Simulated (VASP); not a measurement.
# SnSe (Fm-3m) in VASP: further runs

The runs below take SnSe through single point, with PBE, r2SCAN, HSE06, PBE0.

All numbers are computed with VASP 6.6.1; they aren't measurements. Logs are shortened: lines on timing, memory, paths and dates and some standing lists are left out, and cuts for length are marked.

**1. The cell of the first run**

It takes space group Fm-3m (No. 225, cubic). Conventional cell: a = 5.970 Å, b = 5.970 Å, c = 5.970 Å, α = 90.00°, β = 90.00°, γ = 90.00°. Within 3.9 Å of Sn (site symmetry m-3m) lie 6 Se at 2.98 Å. Se (site symmetry m-3m) has 6 Sn at 2.98 Å within 3.9 Å.

**2. Single point, PBE**

INCAR

```
ALGO = Normal ; EDIFF = 1E-6
ENCUT = 500 ; GGA = PE
GGA_COMPAT = False ; ISIF = 2
ISMEAR = 0 ; LASPH = True
LCHARG = False ; LREAL = False
LWAVE = False ; NBANDS = 17
NELM = 120 ; PREC = Accurate
SIGMA = 0.01
```

KPOINTS

```
k-points
0
Gamma
  6 6 6
```

POSCAR

```
SnSe
1.0
    0.0000000000      2.9848894944      2.9848894944
    2.9848894944      0.0000000000      2.9848894944
    2.9848894944      2.9848894944      0.0000000000
Sn Se
1 1
Direct
    0.0000000000      0.0000000000      0.0000000000
    0.5000000000      0.5000000000      0.5000000000
```

Potentials or basis: VASP PAW PBE potentials, release 64 (Sn_d, Se).

Command:

```console
$ cat potpaw_PBE.64/Sn_d/POTCAR potpaw_PBE.64/Se/POTCAR > POTCAR
$ mpirun -np 1 vasp_std > vasp.out
```

OUTCAR:

```text
EDIFF = 1E-6
   ENCUT = 500
   GGA = PE
   ISIF = 2
   ISMEAR = 0
   LASPH = True
   LREAL = False
   NELM = 120
   PREC = Accurate

 ion  position               nearest neighbor table
   1  0.000  0.000  0.000-   2 2.98   2 2.98   2 2.98   2 2.98   2 2.98   2 2.98
   2  0.500  0.500  0.500-   1 2.98   1 2.98   1 2.98   1 2.98   1 2.98   1 2.98

  LATTYP: Found a face centered cubic cell.
 ALAT       =     5.9697789888

  Lattice vectors:

 A1 = (   0.0000000000,   2.9848894944,   2.9848894944)
 A2 = (   2.9848894944,   0.0000000000,   2.9848894944)
 A3 = (   2.9848894944,   2.9848894944,   0.0000000000)

Analysis of symmetry for initial positions (statically):
=====================================================================
 Subroutine PRICEL returns:
 Original cell was already a primitive cell.

 Routine SETGRP: Setting up the symmetry group for a
 face centered cubic supercell.

 Subroutine GETGRP returns: Found 48 space group operations
 (whereof 48 operations were pure point group operations)
 out of a pool of 48 trial point group operations.

The static configuration has the point symmetry O_h .

Analysis of symmetry for dynamics (positions and initial velocities):
=====================================================================
 Subroutine PRICEL returns:
 Original cell was already a primitive cell.

 Routine SETGRP: Setting up the symmetry group for a
 face centered cubic supercell.

 Subroutine GETGRP returns: Found 48 space group operations
 (whereof 48 operations were pure point group operations)
 out of a pool of 48 trial point group operations.

The dynamic configuration has the point symmetry O_h .

 Subroutine INISYM returns: Found 48 space group operations
 (whereof 48 operations are pure point group operations),
 and found     1 'primitive' translations

----------------------------------------------------------------------------------------

                                     Primitive cell

  volume of cell :      53.1881

  direct lattice vectors                    reciprocal lattice vectors
     0.000000000  2.984889494  2.984889494    -0.167510389  0.167510389  0.167510389
     2.984889494  0.000000000  2.984889494     0.167510389 -0.167510389  0.167510389
     2.984889494  2.984889494  0.000000000     0.167510389  0.167510389 -0.167510389

  length of vectors
     4.221271205  4.221271205  4.221271205     0.290136504  0.290136504  0.290136504

  position of ions in fractional coordinates (direct lattice)
     0.000000000  0.000000000  0.000000000
     0.500000000  0.500000000  0.500000000
[... 68 lines left out ...]
   EDIFF  = 0.1E-05   stopping-criterion for ELM
   LREAL  =      F    real-space projection
   EDIFFG = 0.1E-04   stopping-criterion for IOM
   NSW    =      0    number of steps for IOM
   IBRION =     -1    ionic relax: 0-MD 1-quasi-New 2-CG
   NFREE  =      0    steps in history (QN), initial steepest desc. (CG)
   ISIF   =      2    stress and relaxation
   ISYM   =      2    0-nonsym 1-usesym 2-fastsym
   POTIM  = 0.5000    time-step for ionic-motion
   TEBEG  =    0.0;   TEEND  =   0.0 temperature during run
   PSTRESS=    0.0 pullay stress
   NELECT =      20.0000    total number of electrons
   NUPDOWN=      -1.0000    fix difference up-down
   EMIN   =  10.00;   EMAX   =-10.00  energy-range for DOS
   EFERMI =   0.00;   METHOD = LEGACY
   ISMEAR =     0;   SIGMA  =   0.01  broadening in eV -4-tet -1-fermi 0-gaus
   EFERMI_NEDOS =   21; number of points for ismear=-14 and -15
   IALGO  =     38    algorithm
   IMIX   =      4    mixing-type and parameters
     AMIX     =   0.40;   BMIX     =  1.00
     AMIX_MAG =   1.60;   BMIX_MAG =  1.00
  volume/ion in A,a.u.               =      26.59       179.47
  Fermi-wavevector in a.u.,A,eV,Ry     =   1.181626  2.232949 18.996987  1.396239
  Thomas-Fermi vector in A             =   2.317895
   LORBIT       =      0    0 simple, 1 ext, 2 COOP (PROOUT), +10 PAW based schemes
   GGA     = PE    functional components
   LHFCALC =     F    Hartree Fock is set to
   AEXX    =    0.0000 exact exchange contribution
   IVDW    =     0    specifies the selected vdW correction
   LEPSILON=     F    determine dielectric tensor
   LRPA    =     F    only Hartree local field effects (RPA)
 non-spin polarized calculation
 Gauss-broadening in eV      SIGMA  =   0.01
  energy-cutoff  :      500.00
  volume of cell :       53.19
 maximum number of plane-waves:      1363
   NGX = 15   NGY = 15   NGZ = 15

 number of electron      20.0000008 magnetization

 Free energy of the ion-electron system (eV)
  ---------------------------------------------------
  ext. energy  EPLUGINS =         0.00000000
  ---------------------------------------------------
  free energy    TOTEN  =        -8.22445385 eV

  energy without entropy =       -8.22445385  energy(sigma->0) =       -8.22445385

 E-fermi :   5.8839     XC(G=0):  -9.7213

 val. band max:        5.8410321327   @ k =   0.5000   0.0000   0.0000
 cond. band min:       6.5324027993   @ k =   0.5000   0.0000   0.0000
 fundamental gap:      0.6913706666
 Fermi energy:         5.8839325599

 k-point     1 :       0.0000    0.0000    0.0000
  band No.  band energies     occupation
      1     -15.7396      2.00000
      2     -15.7396      2.00000
      3     -15.7396      2.00000
      4     -15.7390      2.00000
      5     -15.7390      2.00000
      6      -8.1867      2.00000
[... 297 lines left out ...]
      4     -15.7270      2.00000
      5     -15.7201      2.00000
      6      -6.8807      2.00000
[... 9 lines left out ...]
     16      17.1616      0.00000
     17      18.6431      0.00000

------------------------ aborting loop because EDIFF is reached ----------------------------------------

  FORCE on cell =-STRESS in cart. coord.  units (eV):
  Direction    XX          YY          ZZ          XY          YZ          ZX
  --------------------------------------------------------------------------------------
  -------------------------------------------------------------------------------------
  Total        0.6529006      0.6529006      0.6529006      0.0000000      0.0000000      0.0000000
  in kB       19.6672149     19.6672149     19.6672149      0.0000000      0.0000000      0.0000000
  external PRESSURE =      19.6672149 kB  Pullay stress =       0.0000000 kB

 VOLUME and BASIS-vectors are now :
 -----------------------------------------------------------------------------
  energy-cutoff  :      500.00
  volume of cell :       53.19
      direct lattice vectors                 reciprocal lattice vectors
     0.000000000  2.984889494  2.984889494    -0.167510389  0.167510389  0.167510389
     2.984889494  0.000000000  2.984889494     0.167510389 -0.167510389  0.167510389
     2.984889494  2.984889494  0.000000000     0.167510389  0.167510389 -0.167510389

 POSITION                                       TOTAL-FORCE (eV/Angst)
 -----------------------------------------------------------------------------------
      0.00000      0.00000      0.00000        -0.000000      0.000000      0.000000
      2.98489      2.98489      2.98489         0.000000      0.000000     -0.000000
 -----------------------------------------------------------------------------------
    total drift:                                0.000000     -0.000000     -0.000000

  FREE ENERGIE OF THE ION-ELECTRON SYSTEM (eV)
  ---------------------------------------------------
  free  energy   TOTEN  =        -8.2244538532 eV

  energy  without entropy=       -8.2244538532  energy(sigma->0) =       -8.22445385
```

stdout:

```text
POSCAR found type information on POSCAR SnSe
 POSCAR found :  2 types and       2 ions
 scaLAPACK will be used
 LDA part: xc-table for (Slater+PW92), standard interpolation
 POSCAR, INCAR and KPOINTS ok, starting setup
 FFT: planning ... GRIDC
 FFT: planning ... GRID_SOFT
 FFT: planning ... GRID
 WAVECAR not read
 entering main loop
```

Run time: 9.2 s. Hardware: 1 thread of Intel Xeon 6975P-C (Granite Rapids), shared host; peak memory 0.17 GiB.

Results:

- Free energy: -8.2245 eV
- Pressure: 2.0 GPa
- Band gap on the k mesh: 0.69 eV

Caveat: semilocal functionals underestimate gaps, and a narrow one can read as zero; spin-orbit coupling is left out, which moves the levels of the heavy elements. A k mesh can miss the band edges.

**3. Single point, r2SCAN**

POSCAR is that of step 2.

INCAR.step1

```
ALGO     = Normal         # electronic algorithm
EDIFF    = 1E-5           # SCF threshold, eV
ENCUT    = 550            # plane-wave cutoff, eV
GGA      = PE             # functional
GGA_COMPAT= False        
ISMEAR   = 0              # smearing method
LASPH    = True           # aspherical terms in the spheres
LCHARG   = False          # write CHGCAR
LREAL    = False          # projectors in reciprocal space
LWAVE    = True           # write WAVECAR
NBANDS   = 17             # bands
NELM     = 120            # most SCF steps
PREC     = Accurate       # precision mode
SIGMA    = 0.01           # smearing width, eV
```

INCAR.step2

```
ALGO     = Normal         # electronic algorithm
EDIFF    = 1E-6           # SCF threshold, eV
ENCUT    = 550            # plane-wave cutoff, eV
GGA_COMPAT= False        
ISIF     = 2              # what is computed and relaxed
ISMEAR   = 0              # smearing method
ISTART   = 1            
LASPH    = True           # aspherical terms in the spheres
LCHARG   = False          # write CHGCAR
LMIXTAU  = True         
LREAL    = False          # projectors in reciprocal space
LWAVE    = False          # write WAVECAR
METAGGA  = R2SCAN         # meta-GGA
NBANDS   = 17             # bands
NELM     = 120            # most SCF steps
PREC     = Accurate       # precision mode
SIGMA    = 0.01           # smearing width, eV
```

KPOINTS is that of step 2.

Potentials or basis: VASP PAW PBE potentials, release 64 (Sn_d, Se).

Command:

```console
$ cat potpaw_PBE.64/Sn_d/POTCAR potpaw_PBE.64/Se/POTCAR > POTCAR
$ cp INCAR.step1 INCAR
$ mpirun -np 1 vasp_std > vasp.out
$ cp INCAR.step2 INCAR
$ mpirun -np 1 vasp_std > vasp.out
```

Wall time 34 s (1 thread of Intel Xeon 6975P-C (Granite Rapids), shared host); peak memory 0.18 GiB.

Results (log left out):

| Item | Value |
| --- | --- |
| Free energy | -39.8891 eV |
| Pressure | 0.9 GPa |
| Band gap on the k mesh | 0.57 eV |

Levels at points of the mesh, in eV from the valence-band top:
| k point | band 6 | band 7 | band 8 | band 9 | band 10 | band 11 | band 12 | band 13 | band 14 | band 15 |
| --- | --- | --- | --- | --- | --- | --- | --- | --- | --- | --- |
| (0.00, 0.00, 0.00) | -14.90 | -5.15 | -2.71 | -2.71 | -2.71 | 4.47 | 4.47 | 4.47 | 6.02 | 6.02 |
| (0.50, 0.00, 0.00) | -13.87 | -8.70 | -2.44 | -2.44 | 0.00 | 0.57 | 1.13 | 1.13 | 8.66 | 10.54 |
| (0.50, 0.50, 0.00) | -13.55 | -6.34 | -6.12 | -4.22 | -4.22 | 3.04 | 5.62 | 5.62 | 6.34 | 10.70 |

Caveat: semilocal functionals underestimate gaps, and a narrow one can read as zero; the PAW data sets were made with another functional, which shifts forces and pressure a little; spin-orbit coupling is left out, which moves the levels of the heavy elements. A k mesh can miss the band edges.

**4. Single point, r2SCAN**

POSCAR is that of step 3.

INCAR.step1

```
SYSTEM = SnSe
PREC     = Accurate       ! precision mode
ENCUT    = 550            ! plane-wave cutoff, eV
ISMEAR   = 0              ! smearing method
SIGMA    = 0.01           ! smearing width, eV
LREAL    = .False.        ! projectors in reciprocal space
LASPH    = .True.         ! aspherical terms in the spheres
NELM     = 120            ! most SCF steps
NBANDS   = 17             ! bands
GGA      = PE             ! functional
ALGO     = Normal         ! electronic algorithm
EDIFF    = 1E-5           ! SCF threshold, eV
LWAVE    = .True.         ! write WAVECAR
LCHARG   = .False.        ! write CHGCAR
GGA_COMPAT= .False.
```

INCAR.step2

```
SYSTEM = SnSe
PREC     = Accurate       ! precision mode
ENCUT    = 550            ! plane-wave cutoff, eV
EDIFF    = 1E-6           ! SCF threshold, eV
ISMEAR   = 0              ! smearing method
SIGMA    = 0.01           ! smearing width, eV
LREAL    = .False.        ! projectors in reciprocal space
LASPH    = .True.         ! aspherical terms in the spheres
NELM     = 120            ! most SCF steps
ALGO     = Normal         ! electronic algorithm
ISIF     = 2              ! what is computed and relaxed
LWAVE    = .False.        ! write WAVECAR
LCHARG   = .False.        ! write CHGCAR
METAGGA  = R2SCAN         ! meta-GGA
LMIXTAU  = .True.       
NBANDS   = 17             ! bands
ISTART   = 1            
GGA_COMPAT= .False.
```

KPOINTS

```
regular mesh
0
Gamma
  6 6 6
  0 0 0
```

Potentials or basis: VASP PAW PBE potentials, release 64 (Sn_d, Se).

Command:

```console
$ cat potpaw_PBE.64/Sn_d/POTCAR potpaw_PBE.64/Se/POTCAR > POTCAR
$ cp INCAR.step1 INCAR
$ mpirun -np 1 vasp_std > vasp.out
$ cp INCAR.step2 INCAR
$ mpirun -np 1 vasp_std > vasp.out
```

OUTCAR:

```text
SYSTEM = SnSe
   PREC = Accurate
   ENCUT = 550
   EDIFF = 1E-6
   ISMEAR = 0
   LREAL = .False.
   LASPH = .True.
   NELM = 120
   ISIF = 2
   METAGGA = R2SCAN
   ISTART = 1

 ion  position               nearest neighbor table
   1  0.000  0.000  0.000-   2 2.98   2 2.98   2 2.98   2 2.98   2 2.98   2 2.98
   2  0.500  0.500  0.500-   1 2.98   1 2.98   1 2.98   1 2.98   1 2.98   1 2.98

  LATTYP: Found a face centered cubic cell.
 ALAT       =     5.9697789888

  Lattice vectors:

 A1 = (   0.0000000000,   2.9848894944,   2.9848894944)
 A2 = (   2.9848894944,   0.0000000000,   2.9848894944)
 A3 = (   2.9848894944,   2.9848894944,   0.0000000000)

Analysis of symmetry for initial positions (statically):
=====================================================================
 Subroutine PRICEL returns:
 Original cell was already a primitive cell.

 Routine SETGRP: Setting up the symmetry group for a
 face centered cubic supercell.

 Subroutine GETGRP returns: Found 48 space group operations
 (whereof 48 operations were pure point group operations)
 out of a pool of 48 trial point group operations.

The static configuration has the point symmetry O_h .

[... 149 lines left out ...]
  energy without entropy =      -39.88909659  energy(sigma->0) =      -39.88909659

 E-fermi :   6.0273     XC(G=0): -10.3210

 val. band max:        5.9730390569   @ k =   0.5000   0.0000   0.0000
 cond. band min:       6.5449801620   @ k =   0.5000   0.0000   0.0000
 fundamental gap:      0.5719411051
 Fermi energy:         6.0272736119

 k-point     1 :       0.0000    0.0000    0.0000
  band No.  band energies     occupation
      1     -16.5598      2.00000
      2     -16.5598      2.00000
      3     -16.5558      2.00000
      4     -16.5558      2.00000
      5     -16.5558      2.00000
      6      -8.9288      2.00000
[... 297 lines left out ...]
      4     -16.5429      2.00000
      5     -16.5358      2.00000
      6      -7.5549      2.00000
[... 9 lines left out ...]
     16      17.6257      0.00000
     17      19.0978      0.00000

------------------------ aborting loop because EDIFF is reached ----------------------------------------

  FORCE on cell =-STRESS in cart. coord.  units (eV):
  Direction    XX          YY          ZZ          XY          YZ          ZX
  --------------------------------------------------------------------------------------
  -------------------------------------------------------------------------------------
  Total        0.3125788      0.3125788      0.3125788     -0.0000000     -0.0000000     -0.0000000
  in kB        9.4157582      9.4157582      9.4157582     -0.0000000     -0.0000000     -0.0000000
  external PRESSURE =       9.4157582 kB  Pullay stress =       0.0000000 kB

 VOLUME and BASIS-vectors are now :
 -----------------------------------------------------------------------------
  energy-cutoff  :      550.00
  volume of cell :       53.19
      direct lattice vectors                 reciprocal lattice vectors
     0.000000000  2.984889494  2.984889494    -0.167510389  0.167510389  0.167510389
     2.984889494  0.000000000  2.984889494     0.167510389 -0.167510389  0.167510389
     2.984889494  2.984889494  0.000000000     0.167510389  0.167510389 -0.167510389

 POSITION                                       TOTAL-FORCE (eV/Angst)
 -----------------------------------------------------------------------------------
      0.00000      0.00000      0.00000         0.000000     -0.000000      0.000000
      2.98489      2.98489      2.98489        -0.000000      0.000000     -0.000000
 -----------------------------------------------------------------------------------
    total drift:                                0.000000     -0.000000     -0.000000

  FREE ENERGIE OF THE ION-ELECTRON SYSTEM (eV)
  ---------------------------------------------------
  free  energy   TOTEN  =       -39.8890965898 eV

  energy  without entropy=      -39.8890965898  energy(sigma->0) =      -39.88909659
```

OUTCAR.step1:

```text
SYSTEM = SnSe
   PREC = Accurate
   ENCUT = 550
   ISMEAR = 0
   LREAL = .False.
   LASPH = .True.
[... 530 lines left out ...]
      0.00000      0.00000      0.00000        -0.000000     -0.000000      0.000000
      2.98489      2.98489      2.98489         0.000000      0.000000     -0.000000
 -----------------------------------------------------------------------------------
    total drift:                                0.000000     -0.000000     -0.000000

  FREE ENERGIE OF THE ION-ELECTRON SYSTEM (eV)
  ---------------------------------------------------
  free  energy   TOTEN  =        -8.2244124840 eV

  energy  without entropy=       -8.2244124840  energy(sigma->0) =       -8.22441248
```

OSZICAR.step1:

```text
N       E                     dE             d eps       ncg     rms          rms(c)
DAV:   1     0.136144161804E+03    0.13614E+03   -0.10229E+04   552   0.150E+03
DAV:   2     0.458917857305E+01   -0.13155E+03   -0.12730E+03   600   0.373E+02
DAV:   3    -0.803894719806E+01   -0.12628E+02   -0.12392E+02   644   0.951E+01
DAV:   4    -0.837851855904E+01   -0.33957E+00   -0.33920E+00   641   0.164E+01
DAV:   5    -0.838775368718E+01   -0.92351E-02   -0.92347E-02   764   0.268E+00    0.325E+00
DAV:   6    -0.822419972418E+01    0.16355E+00   -0.39111E-01   760   0.373E+00    0.198E+00
DAV:   7    -0.822276748820E+01    0.14322E-02   -0.78855E-02   651   0.126E+00    0.931E-01
DAV:   8    -0.822449367577E+01   -0.17262E-02   -0.80731E-03   663   0.790E-01    0.973E-02
DAV:   9    -0.822436094327E+01    0.13273E-03   -0.13239E-03   810   0.302E-01    0.481E-02
DAV:  10    -0.822440744853E+01   -0.46505E-04   -0.14803E-04   631   0.702E-02    0.112E-02
DAV:  11    -0.822441248402E+01   -0.50355E-05   -0.16467E-05   648   0.339E-02
   1 F= -.82244125E+01 E0= -.82244125E+01  d E =-.140963E-11
```

Run time: 26 s. Hardware: 1 thread of Intel Xeon 6975P-C (Granite Rapids), shared host; peak memory 0.19 GiB.

What came out:

| Quantity | Value |
| --- | --- |
| Free energy | -39.8891 eV |
| Pressure | 0.9 GPa |
| Band gap on the k mesh | 0.57 eV |

Caveat: semilocal functionals underestimate gaps, and a narrow one can read as zero; the PAW data sets were made with another functional, which shifts forces and pressure a little; spin-orbit coupling is left out, which moves the levels of the heavy elements.

[end of part 1 of 2]
